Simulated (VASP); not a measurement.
GaN, 4 atoms in the cell. The structure is hexagonal, space group P6_3mc (No. 186). Conventional cell: a = 3.186 Å, b = 3.186 Å, c = 5.161 Å, α = 90.00°, β = 90.00°, γ = 120.00°. Ga (site symmetry 3m) has 4 N at 1.95 Å within 2.6 Å. Within 2.6 Å of N (site symmetry 3m) lie 4 Ga at 1.95 Å. 

```yaml
Program: VASP 6.6.1
Task: single point
Functional: LDA
Potentials_or_basis: VASP PAW LDA potentials, release 64 (Ga_d, N_h)
Cutoff: 910 eV
k_mesh: 9 × 9 × 6
Occupations: gaussian, width 0.01 eV
Spin: no spin polarisation
Dipole_correction: no
Second_run: hard_potentials
Further_INCAR_settings: ALGO = Normal; EDIFF = 1e-06; NBANDS = 26
```

Potentials or basis: VASP PAW LDA potentials, release 64 (Ga_d, N_h).

Run with:

```sh
$ cat potpaw_LDA.64/Ga_d/POTCAR potpaw_LDA.64/N_h/POTCAR > POTCAR
$ mpirun -np 1 vasp_std > vasp.out
```

Hardware: 1 thread of Intel(R) Xeon(R) 6975P-C (Granite Rapids), on a shared host.

Task: Estimate the wall time of this run.

Result: Run time: 58 s on 1 thread of Intel(R) Xeon(R) 6975P-C (Granite Rapids), with other jobs on the host, peak memory 0.25 GiB. Counts: scf iterations 14, k points 48.
